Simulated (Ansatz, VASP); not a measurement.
## Si2Mo in VASP and in Ansatz

```xyz
3
Lattice="-1.6084 1.6084 3.9365 1.6084 -1.6084 3.9365 1.6084 1.6084 -3.9365" Properties=species:S:1:pos:R:3 pbc="T T T"
Si    0.0000    0.0000    2.6382
Si    0.0000    0.0000    5.2348
Mo    0.0000    0.0000    0.0000
```

Alike in both runs: functional PBE; k mesh 18 × 18 × 18; occupations gaussian, width 0.1 eV; no spin polarisation.

Ansatz relaxed the structure, and its values are those at the end. VASP's run is a single point on that final structure, the one shown.

|  | VASP | Ansatz |
| --- | --- | --- |
| version | VASP 6.6.1 | Ansatz 0.2.0 |
| potentials or method | VASP PAW PBE potentials, release 64 (Si, Mo_sv), cutoff 520 eV | scalar-relativistic, plane waves, PAW |
| valence electrons in the cell | 22 | 22 |

Ansatz gave:

```
gap on the k mesh at the Fermi level (eV) : none
pressure (GPa)                            : 0.0
```

Question: What did VASP give for the same quantities?

Answer: gap on the k mesh at the Fermi level (eV): none; pressure (GPa): 0.2.

A gap of «none» marks a metal or a gap that the smearing closes. The functional is the same, so the differences come from potentials, cutoffs and numerics.
